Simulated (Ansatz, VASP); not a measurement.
**AlN in VASP and in Ansatz**

INCAR

```
PREC = Accurate ; ENCUT = 520
EDIFF = 1E-7 ; ISMEAR = 0
SIGMA = 0.01 ; LREAL = F
LASPH = T ; NELM = 100
ALGO = Normal ; ISIF = 2
LWAVE = F ; LCHARG = F
GGA = PE ; NBANDS = 16
```

The input KPOINTS:

```
Automatic mesh
0
Gamma
  12 12 4
```

The input POSCAR:

```
AlN
1.0
    3.0868390993      0.0000000000      0.0000000000
   -1.5434195496      2.6732839709      0.0000000000
    0.0000000000      0.0000000000      4.9391408781
Al N
2 2
Direct
    0.3333333333      0.6666666667      0.0000000000
    0.6666666667      0.3333333333      0.5000000000
    0.3333333333      0.6666666667      0.3800000000
    0.6666666667      0.3333333333      0.8800000000
```

Input for Ansatz:

```yaml
crystal:
  lattice:
    - [3.086839099292626, 0.0, 0.0]
    - [-1.543419549646313, 2.6732839708792038, 0.0]
    - [0.0, 0.0, 4.939140878116469]
  atoms:
    - { symbol: Al, position: [0.3333333333333333, 0.6666666666666666, 0.0] }
    - { symbol: Al, position: [0.6666666666666666, 0.3333333333333333, 0.5] }
    - { symbol: "N", position: [0.3333333333333333, 0.6666666666666666, 0.38] }
    - { symbol: "N", position: [0.6666666666666666, 0.3333333333333333, 0.88] }
basis:
  ecutwfc: 500.0
kpoints:
  mp_grid:
    grid: [12, 12, 4]
hamiltonian:
  xc: pbe
scf:
  occupations:
    method: fixed
output:
  stress: true
```

Alike in both runs: task single point; functional PBE; k mesh 12 × 12 × 4; no spin polarisation.

|  | VASP | Ansatz |
| --- | --- | --- |
| version | VASP 6.6.1 | Ansatz 0.2.0 |
| potentials or method | VASP PAW PBE potentials, release 64 (Al, N), cutoff 520 eV | plane waves, PAW |
| occupations | gaussian, width 0.01 eV | fixed |
| valence electrons in the cell | 16 | 16 |

```csv
,VASP,Ansatz,Ansatz less VASP
pressure (GPa),9.0,9.2,+0.26
"traceless stress, the component that is largest in VASP (GPa)",1.00,0.96,-0.049
```

Ansatz's warnings: structure snapped to symmetry.
